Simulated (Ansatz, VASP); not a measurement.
## Two plane-wave programs on Al3Ni2

File POSCAR:

```
Al3Ni2
1.0
    3.8063852942      0.0000000000      0.0000000000
   -1.9031926471      3.2964263614      0.0000000000
    0.0000000000      0.0000000000      4.8615270317
Al Ni
3 2
Direct
    0.0000000000      0.0000000000      0.0000000000
    0.3333333333      0.6666666667      0.6484376367
    0.6666666667      0.3333333333      0.3515623633
    0.3333333333      0.6666666667      0.1462123372
    0.6666666667      0.3333333333      0.8537876628
```

INCAR.step1

```
PREC = Accurate
ENCUT = 520
ISMEAR = 0
SIGMA = 0.15
LREAL = F
LASPH = T
NELM = 100
NBANDS = 22
GGA = PE
ALGO = Normal
EDIFF = 1E-4
LWAVE = T
LCHARG = F
```

INCAR.step2

```
PREC = Accurate
ENCUT = 520
EDIFF = 1E-6
ISMEAR = 0
SIGMA = 0.15
LREAL = F
LASPH = T
NELM = 100
ALGO = Normal
ISIF = 2
LWAVE = F
LCHARG = T
METAGGA = R2SCAN
LMIXTAU = T
LELF = T
LVHAR = T
NBANDS = 22
ISTART = 1
```

Contents of KPOINTS:

```
regular mesh
0
Gamma
  12 12 10
```

Input for Ansatz:

```yaml
crystal:
  lattice:
    - [3.8063852942, 0.0, 0.0]
    - [-1.9031926471, 3.2964263614, 0.0]
    - [0.0, 0.0, 4.8615270317]
  atoms:
    - { symbol: Al, position: [0.0, 0.0, 0.0] }
    - { symbol: Al, position: [0.3333333333, 0.6666666667, 0.6484376367] }
    - { symbol: Al, position: [0.6666666667, 0.3333333333, 0.3515623633] }
    - { symbol: Ni, position: [0.3333333333, 0.6666666667, 0.1462123372] }
    - { symbol: Ni, position: [0.6666666667, 0.3333333333, 0.8537876628] }
basis:
  ecutwfc: 500
kpoints:
  mp_grid: { grid: [12, 12, 10] }
hamiltonian:
  xc: r2scan
scf:
  occupations: { method: gaussian, width: 0.15 }
output:
  forces: true
  stress: true
  eigenvalues: true
```

Change from the starting cell: strain -0.050 along x and y, +0.000 along z, atoms carried along.

Alike in both runs: task single point; functional r2SCAN; k mesh 12 × 12 × 10; occupations gaussian, width 0.15 eV; no spin polarisation.

```csv
,VASP,Ansatz
version,VASP 6.6.1,Ansatz 0.2.0
potentials or method,"VASP PAW PBE potentials, release 64 (Al, Ni), cutoff 520 eV","scalar-relativistic, plane waves, PAW"
valence electrons in the cell,29,45
```

```tsv
	VASP	Ansatz	Ansatz less VASP
gap on the k mesh at the Fermi level (eV)	none	none	-
pressure (GPa)	18.4	18.7	+0.33
traceless stress, the component that is largest in VASP (GPa)	-8.75	-8.83	-0.077
rms of the force components (eV/Å)	0.117	0.109	-0.0078
```

VASP's potentials were made for PBE, not for r2SCAN. Atom by atom the forces differ by 0.009 eV/Å (rms over components). A gap of «none» marks a metal or a gap that the smearing closes. VASP's potentials hold 29 valence electrons a cell and Ansatz's 45, so a difference there can come from the potentials and not from the codes.
